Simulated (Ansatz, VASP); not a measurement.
Ga2C in VASP and in Ansatz

```
Ga C
1.0
     4.39699    0.00000    0.00000
    -2.19850    3.80791    0.00000
     0.00000    0.00000    2.69406
Ga C
2 1
Direct
  0.33333 0.66667 0.50000
  0.66667 0.33333 0.50000
  0.00000 0.00000 0.00000
```

Alike in both runs: functional PBE; k mesh 12 × 12 × 16; occupations gaussian, width 0.1 eV; no spin polarisation.

Ansatz relaxed the structure, and its values are those at the end. VASP's run is a single point on that final structure, the one shown.

|  | VASP | Ansatz |
| --- | --- | --- |
| version | VASP 6.6.1 | Ansatz 0.2.0 |
| potentials or method | VASP PAW PBE potentials, release 64 (Ga_d, C), cutoff 520 eV | scalar-relativistic, plane waves, PAW |
| valence electrons in the cell | 30 | 30 |

```csv
,VASP,Ansatz,Ansatz less VASP
gap on the k mesh at the Fermi level (eV),none,none,-
pressure (GPa),0.1,0.0,-0.10
```

A gap of «none» marks a metal or a gap that the smearing closes. With one functional, cell and mesh, what is left measures potentials, basis and numerics.
